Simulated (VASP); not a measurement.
Here is a VASP 6.6.1 calculation.

Contents of INCAR:

```
SYSTEM = Li3Br
  PREC = Accurate
  ENCUT = 600
  EDIFF = 1E-6
  ISMEAR = 0
  SIGMA = 0.1
  LREAL = .FALSE.
  LASPH = .TRUE.
  NELM = 60
  ALGO = Normal
  ISIF = 3
  LWAVE = .FALSE.
  LCHARG = .FALSE.
  GGA = PE
  IBRION = 2
  NSW = 90
  EDIFFG = -0.04
```

The input KPOINTS:

```
Automatic mesh
0
G
  6 4 4
  0 0 0
```

POSCAR

```
Li3Br
1.0
    3.1551552500      0.0000000000      0.0000000000
    0.0000000000      4.4223996858      0.0000000000
   -0.9961931696      0.0000000000      4.8390099957
Li Br
3 1
Direct
    0.2628015504      0.7500000000      0.3333333333
    0.2628015504      0.2500000000      0.3333333333
    0.4846662601      0.0000000000      0.6666666667
    0.3333333333      0.0000000000      0.0000000000
```

Potentials or basis: VASP PAW PBE potentials, release 64 (Li_sv, Br).

Run with:

```console
$ cat potpaw_PBE.64/Li_sv/POTCAR potpaw_PBE.64/Br/POTCAR > POTCAR
$ mpirun -np 1 vasp_std > vasp.out
```

Task: Predict the relaxed cell.

Result: a = 3.510 Å, b = 5.358 Å, c = 6.100 Å, α = 90.00°, β = 95.75°, γ = 90.00°.

Task: What does it give for the band gap on the k mesh?

Result: Zero (band 8 reaches 1.74 eV, above the bottom of band 9 at 0.08 eV).

Forces in eV/Å, atoms in the order of the input:
```
Li  -0.015  0.013  0.002
Li  -0.015 -0.013  0.002
Li   0.009  0.000  0.004
Br   0.021  0.000 -0.007
```
